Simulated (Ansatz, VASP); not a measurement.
**Two plane-wave programs on Si2Mo**

```
Si Mo
1.0
    -1.58926    1.58926    3.90412
     1.58926   -1.58926    3.90412
     1.58926    1.58926   -3.90412
Si Mo
2 1
Direct
  0.33300 0.33300 0.00000
  0.66700 0.66700 0.00000
  0.00000 0.00000 0.00000
```

Alike in both runs: task single point; functional PBE; k mesh 13 × 13 × 13; occupations fermi-dirac, width 0.1 eV; no spin polarisation.

```csv
,VASP,Ansatz
version,VASP 6.6.1,Ansatz 0.2.0
potentials or method,"VASP PAW PBE potentials, release 64 (Si, Mo_sv), cutoff 520 eV","plane waves, PAW"
valence electrons in the cell,22,22
```

```tsv
	VASP	Ansatz	Ansatz less VASP
pressure (GPa)	7.0	6.9	-0.18
traceless stress, the component that is largest in VASP (GPa)	-0.37	-0.36	+0.008
```
